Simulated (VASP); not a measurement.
Set up this calculation in VASP 6.6.1, as the native input.

* Task: single point
* Functional: PBE
* Potentials or basis: VASP PAW PBE potentials, release 64 (Ti_sv, Al)
* Cutoff: 520 eV
* k mesh: 6 × 6 × 6
* Occupations: gaussian, width 0.2 eV
* Spin: no spin polarisation
* Dipole correction: no
* Further INCAR settings: ALGO = Fast; EDIFF = 1e-06; NBANDS = 39

The structure of TiAl5 lies in POSCAR:

```
TiAl5
1.0
   -3.6819580875      0.0004804115     -3.6810134851
   -3.6806774319     -3.6801034275     -0.0007888479
   -7.3504226288      3.6697901581      3.6668242137
Ti Al
2 10
Direct
    0.4999152301      0.5000131810      0.5000854081
    0.9999221151      1.0000925297      1.0001432178
    0.8760954545      0.8739528415      0.3749466207
    0.3736065286      0.3757595963      0.8748092540
    0.1925189307      0.1832176906      0.4375381417
    0.6922514607      0.6831299930      0.9375469803
    0.4341253084      0.4410676759      0.1872040587
    0.9370205437      0.9380743096      0.6873143041
    0.9357997888      0.4350119915      0.1896392503
    0.4343741156      0.9404646539      0.6901111761
    0.4399586020      0.9388827396      0.1855726767
    0.9344119217      0.4403327973      0.6850889116
```

One way to write it, as run:

INCAR

```
SYSTEM = TiAl5
PREC     = Accurate       ! precision mode
ENCUT    = 520            ! plane-wave cutoff, eV
EDIFF    = 1E-6           ! SCF threshold, eV
ISMEAR   = 0              ! smearing method
SIGMA    = 0.2            ! smearing width, eV
LREAL    = .False.        ! projectors in reciprocal space
LASPH    = .True.         ! aspherical terms in the spheres
NELM     = 80             ! most SCF steps
ALGO     = Fast           ! electronic algorithm
ISIF     = 2              ! what is computed and relaxed
LWAVE    = .False.        ! write WAVECAR
LCHARG   = .False.        ! write CHGCAR
GGA      = PE             ! functional
NBANDS   = 39             ! bands
```

KPOINTS

```
Automatic mesh
0
Gamma
  6 6 6
  0 0 0
```

Potentials or basis: VASP PAW PBE potentials, release 64 (Ti_sv, Al).

Run with:

```console
$ cat potpaw_PBE.64/Ti_sv/POTCAR potpaw_PBE.64/Al/POTCAR > POTCAR
$ mpirun -np 1 vasp_std > vasp.out
```

Results of the run:

The pressure is 0.0 GPa and the largest force is 0.024 eV/Å. The band gap on the k mesh is zero (bands 27 and 28 overlap by 0.91 eV).

It took 43 min on 1 thread of AMD EPYC 9R45 96-Core Processor (Zen 5) (shared host), peak memory 0.77 GiB.
